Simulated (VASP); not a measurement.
Wanted: the native input for a VASP 6.6.1 run.

- Task: relaxation of cell and atoms
- Functional: PBE
- Potentials or basis: VASP PAW PBE potentials, release 64 (Zn, Cd, Te)
- Cutoff: 500 eV
- k mesh: 4 × 4 × 1
- Occupations: gaussian, width 0.1 eV
- Spin: no spin polarisation
- Dipole correction: no
- Further INCAR settings: ALGO = Normal; EDIFF = 1e-07; IBRION = 2; EDIFFG = -0.04; NSW = 90; ISIF = 3

The structure of ZnCd5Te6 lies in POSCAR:

```
ZnCd5Te6
1.0
    4.3200312500      0.0000000000      0.0000000000
    0.0000000000      4.3200312500      0.0000000000
    0.0000000000      0.0000000000     18.3283403300
Zn Cd Te
1 5 6
Direct
    0.5000000000      0.5000000000      0.0000000000
    0.0000000000      0.0000000000      0.8333333300
    0.0000000000      0.0000000000      0.1666666700
    0.5000000000      0.5000000000      0.3333333300
    0.0000000000      0.0000000000      0.5000000000
    0.5000000000      0.5000000000      0.6666666700
    0.5000000000      0.0000000000      0.0833333300
    0.0000000000      0.5000000000      0.2500000000
    0.5000000000      0.0000000000      0.4166666700
    0.0000000000      0.5000000000      0.5833333300
    0.5000000000      0.0000000000      0.7500000000
    0.0000000000      0.5000000000      0.9166666700
```

The input as run:

INCAR

```
SYSTEM = ZnCd5Te6
PREC = Accurate
ENCUT = 500
EDIFF = 1E-7
ISMEAR = 0
SIGMA = 0.1
LREAL = .FALSE.
LASPH = .TRUE.
NELM = 120
ALGO = Normal
ISIF = 3
LWAVE = .FALSE.
LCHARG = .FALSE.
GGA = PE
IBRION = 2
NSW = 90
EDIFFG = -0.04
GGA_COMPAT = .FALSE.
NELMIN = 4
```

KPOINTS

```
Automatic mesh
0
G
  4 4 1
  0 0 0
```

Potentials or basis: VASP PAW PBE potentials, release 64 (Zn, Cd, Te).

Run with:

```console
$ cat potpaw_PBE.64/Zn/POTCAR potpaw_PBE.64/Cd/POTCAR potpaw_PBE.64/Te/POTCAR > POTCAR
$ mpirun -np 1 vasp_std > vasp.out
```

It gave:

| Item | Value |
| --- | --- |
| Relaxed volume | 35.04 Å³/atom |
| Relaxed cell | a = 4.636 Å, b = 4.636 Å, c = 19.564 Å, α = 90.00°, β = 90.00°, γ = 90.00° |
| Space group after relaxing (to 0.1 Å) | P-4m2 (No. 115) |
| Energy gained by relaxing | 240.9 meV/atom |
| Ionic steps | 15 |
| Pressure after relaxing | 0.0 GPa |
| Largest force after relaxing | 0.033 eV/Å |
| Band gap on the k mesh | 0.62 eV |

Caveat: the volume moved by over 15 % at a fixed basis, so the end points are rough; semilocal functionals underestimate gaps, and a narrow one can read as zero; spin-orbit coupling is left out, which moves the levels of the heavy elements.

Run time: 39 min on 1 thread of Oxide Virtual Turin-like Processor (shared host), peak memory 0.43 GiB.
